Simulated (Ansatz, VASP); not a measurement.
## One calculation of MoS, two programs

Contents of INCAR:

```
PREC     = Accurate       # precision mode
ENCUT    = 600            # plane-wave cutoff, eV
EDIFF    = 1E-6           # SCF threshold, eV
ISMEAR   = 0              # smearing method
SIGMA    = 0.1            # smearing width, eV
LREAL    = False          # projectors in reciprocal space
LASPH    = True           # aspherical terms in the spheres
NELM     = 80             # most SCF steps
ALGO     = Normal         # electronic algorithm
ISIF     = 3              # what is computed and relaxed
LWAVE    = False          # write WAVECAR
LCHARG   = False          # write CHGCAR
GGA      = PE             # functional
IBRION   = 2              # ionic algorithm
NSW      = 100            # ionic steps
EDIFFG   = -0.01          # ionic threshold
```

File KPOINTS:

```
Automatic mesh
0
Gamma
  18 18 18
```

Contents of POSCAR:

```
MoS
1.0
    3.0033422856      0.0000000000      0.0000000000
    0.0000000000      3.0033422856      0.0000000000
    0.0000000000      0.0000000000      3.0033422856
Mo S
1 1
Direct
    0.5000000000      0.5000000000      0.5000000000
    0.0000000000      0.0000000000      0.0000000000
```

Input for Ansatz:

```yaml
crystal:
  lattice:
    - [3.0033422856, 0.0, 0.0]
    - [0.0, 3.0033422856, 0.0]
    - [0.0, 0.0, 3.0033422856]
  atoms:
    - { symbol: Mo, position: [0.5, 0.5, 0.5] }
    - { symbol: S, position: [0.0, 0.0, 0.0] }
basis:
  ecutwfc: 420
kpoints:
  mp_grid: { grid: [18, 18, 18] }
hamiltonian:
  xc: pbe
scf:
  occupations: { method: gaussian, width: 0.1 }
output:
  forces: true
  stress: true
  eigenvalues: true
  write_density: true
  write_potential: true
  elf: true
  volumetric_format: npy
relax:
  adjacent_minimum: "off"
  f_tol: 0.01
  max_steps: 80
  cell: { stress_tol: 0.05 }
```

Change from the starting cell: species swapped into the DyAu type (Pm-3m, No. 221).

Alike in both runs: task relaxation of cell and atoms; functional PBE; k mesh 18 × 18 × 18; occupations gaussian, width 0.1 eV; no spin polarisation.

|  | VASP | Ansatz |
| --- | --- | --- |
| version | VASP 6.6.1 | Ansatz 0.2.0 |
| potentials or method | VASP PAW PBE potentials, release 64 (Mo_sv, S), cutoff 600 eV | scalar-relativistic, plane waves, PAW |
| valence electrons in the cell | 20 | 20 |

Ansatz gave:

```
gap on the k mesh at the Fermi level, each at its own relaxed structure (eV) : none
relaxed volume (Å³/atom)                                                     : 13.56
relaxed length of the cell vector where the two differ most in proportion (Å)              : 3.005
```

**Question.** Estimate VASP's values.

**Answer.** gap on the k mesh at the Fermi level, each at its own relaxed structure (eV): none; relaxed volume (Å³/atom): 13.57; relaxed length of the cell vector where the two differ most in proportion (Å): 3.005.

A gap of «none» marks a metal or a gap that the smearing closes.
